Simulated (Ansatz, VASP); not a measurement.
# One calculation of BN, two programs

The input INCAR:

```
  PREC = Accurate
  ENCUT = 910
  EDIFF = 1E-6
  ISMEAR = 0
  SIGMA = 0.01
  LREAL = F
  LASPH = T
  NELM = 120
  ALGO = Normal
  ISIF = 2
  LWAVE = F
  LCHARG = F
  GGA = PS
  NBANDS = 16
  GGA_COMPAT = F
```

The input KPOINTS:

```
Automatic mesh
0
Gamma
  9 9 6
```

The input POSCAR:

```
BN
1.0
    2.5151549549      0.0000000000      0.0000000000
   -1.2575774774      2.1781880854      0.0000000000
    0.0000000000      0.0000000000      4.1606277791
B N
2 2
Direct
    0.3333333333      0.6666666667     -0.0001256023
    0.6666666667      0.3333333333      0.4998743977
    0.3333333333      0.6666666667      0.3741256023
    0.6666666667      0.3333333333      0.8741256023
```

Input for Ansatz:

```yaml
crystal:
  lattice:
    - [2.5151549549, 0.0, 0.0]
    - [-1.2575774774, 2.1781880854, 0.0]
    - [0.0, 0.0, 4.1606277791]
  atoms:
    - { symbol: B, position: [0.3333333333, 0.6666666667, -0.0001256023] }
    - { symbol: B, position: [0.6666666667, 0.3333333333, 0.4998743977] }
    - { symbol: "N", position: [0.3333333333, 0.6666666667, 0.3741256023] }
    - { symbol: "N", position: [0.6666666667, 0.3333333333, 0.8741256023] }
basis:
  ecutwfc: 600.0
kpoints:
  mp_grid: { grid: [9, 9, 6] }
  band_path:
    path:
      - [0.0, 0.0, 0.0]
      - [0.0, 0.0, 0.0]
      - [0.5, 0.0, 0.0]
      - [0.5, 0.0, 0.3986863884]
      - [0.3333333333, 0.3333333333, 0.0]
      - [0.0, 0.0, 0.5]
      - [0.0048035921, -0.0024017961, 0.0]
      - [-0.0048035921, 0.0024017961, 0.0]
      - [0.0, 0.0, 0.0079462137]
      - [0.0, 0.0, -0.0079462137]
      - [0.0048035921, -0.0024017961, 0.0]
      - [-0.0048035921, 0.0024017961, 0.0]
      - [0.0, 0.0, 0.0079462137]
      - [0.0, 0.0, -0.0079462137]
    npoints: 1
hamiltonian:
  xc: pbesol
  pseudopotentials: { kind: paw, azcp: { folder: soft_1 } }
scf:
  occupations: { method: fixed }
  n_extra_bands: 6
output:
  forces: true
  stress: true
  eigenvalues: true
```

Alike in both runs: task single point; functional PBEsol; k mesh 9 × 9 × 6; no spin polarisation.

```csv
,VASP,Ansatz
version,VASP 6.6.1,Ansatz 0.2.0
potentials or method,"VASP PAW PBE potentials, release 64 (B_h, N_h), cutoff 910 eV","scalar-relativistic, plane waves, PAW"
occupations,"gaussian, width 0.01 eV",fixed
valence electrons in the cell,16,16
```

VASP gave:

```
gap on the k mesh at the Fermi level (eV) : 4.88
least direct gap on the mesh (eV)         : 8.36
```

Q: What did Ansatz give for the same quantities?

A: gap on the k mesh at the Fermi level (eV): 4.89; least direct gap on the mesh (eV): 8.35.

VASP's potentials were made for PBE, not for PBEsol, and Ansatz warns of the same on its side.

Noted on VASP's run: the cutoff is short for stress, so the pressure is rough.
